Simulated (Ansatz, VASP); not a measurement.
# PbSe: VASP beside Ansatz

The input INCAR:

```
SYSTEM = PbSe
ALGO     = Normal         ! electronic algorithm
EDIFF    = 1E-6           ! SCF threshold, eV
ENCUT    = 500            ! plane-wave cutoff, eV
GGA_COMPAT= .FALSE.      
ISIF     = 2              ! what is computed and relaxed
ISMEAR   = -1             ! smearing method
LASPH    = .TRUE.         ! aspherical terms in the spheres
LCHARG   = .TRUE.         ! write CHGCAR
LELF     = .TRUE.         ! ELF
LREAL    = .FALSE.        ! projectors in reciprocal space
LVHAR    = .TRUE.       
LWAVE    = .FALSE.        ! write WAVECAR
NBANDS   = 17             ! bands
NELM     = 120            ! most SCF steps
PREC     = Accurate       ! precision mode
SIGMA    = 0.05           ! smearing width, eV
```

KPOINTS

```
k-points
0
G
  6 6 6
  0 0 0
```

File POSCAR:

```
PbSe
1.0
    3.6805873468      0.0000000000      0.0000000000
    0.0000000000      3.6805873468      0.0000000000
    0.0000000000      0.0000000000      3.6805873468
Pb Se
1 1
Direct
    0.0000000000      0.0000000000      0.0000000000
    0.5000000000      0.5000000000      0.5000000000
```

Input for Ansatz:

```yaml
crystal:
  lattice:
    - [3.6805873468365413, 0.0, 0.0]
    - [0.0, 3.6805873468365413, 0.0]
    - [0.0, 0.0, 3.6805873468365413]
  atoms:
    - { symbol: Pb, position: [0.0, 0.0, 0.0] }
    - { symbol: Se, position: [0.5, 0.5, 0.5] }
basis:
  ecutwfc: 500.0
kpoints:
  mp_grid:
    grid: [6, 6, 6]
hamiltonian:
  xc: lda
scf:
  occupations:
    method: fermi_dirac
    width: 0.05
output:
  stress: true
```

Alike in both runs: task single point; functional LDA; k mesh 6 × 6 × 6; occupations fermi-dirac, width 0.05 eV; no spin polarisation.

|  | VASP | Ansatz |
| --- | --- | --- |
| version | VASP 6.6.1 | Ansatz 0.2.0 |
| potentials or method | VASP PAW LDA potentials, release 64 (Pb_d, Se), cutoff 500 eV | plane waves, PAW |
| valence electrons in the cell | 20 | 30 |

```tsv
	VASP	Ansatz	Ansatz less VASP
pressure (GPa)	-0.7	-0.8	-0.09
```

LDA's correlation is that of Perdew and Zunger in VASP and of Perdew and Wang (1992) in Ansatz. VASP's potentials hold 20 valence electrons a cell and Ansatz's 30, so a difference there can come from the potentials and not from the codes.

Neither program's run includes spin-orbit coupling.
